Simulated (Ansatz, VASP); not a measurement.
Two plane-wave programs on Ge5W

```
CELL_PARAMETERS angstrom
4.82356 0.00000 0.00000
-2.41178 4.17733 0.00000
0.00000 0.00000 5.22977
ATOMIC_POSITIONS crystal
Ge 0.66667 0.33333 0.74025
Ge 0.00000 0.00000 0.00000
Ge 0.66667 0.33333 0.25975
Ge 0.33333 0.66667 0.25975
Ge 0.33333 0.66667 0.74025
W 0.00000 0.00000 0.50000
```

Change from the starting cell: species swapped into the BaSn5 type (P6/mmm, No. 191).

Alike in both runs: functional PBE; k mesh 6 × 6 × 4; occupations gaussian, width 0.1 eV; no spin polarisation.

Ansatz relaxed the structure, and its values are those at the end. VASP's run is a single point on that final structure, the one shown.

```csv
,VASP,Ansatz
version,VASP 6.6.1,Ansatz 0.2.0
potentials or method,"VASP PAW PBE potentials, release 64 (Ge_d, W_sv), cutoff 520 eV","scalar-relativistic, plane waves, PAW"
valence electrons in the cell,84,84
```

VASP gave:

```
gap on the k mesh at the Fermi level (eV) : none
pressure (GPa)                            : 0.1
```

Q: Which values does Ansatz return?

A: gap on the k mesh at the Fermi level (eV): none; pressure (GPa): 0.0.

A gap of «none» marks a metal or a gap that the smearing closes.

Neither program's run includes spin-orbit coupling.
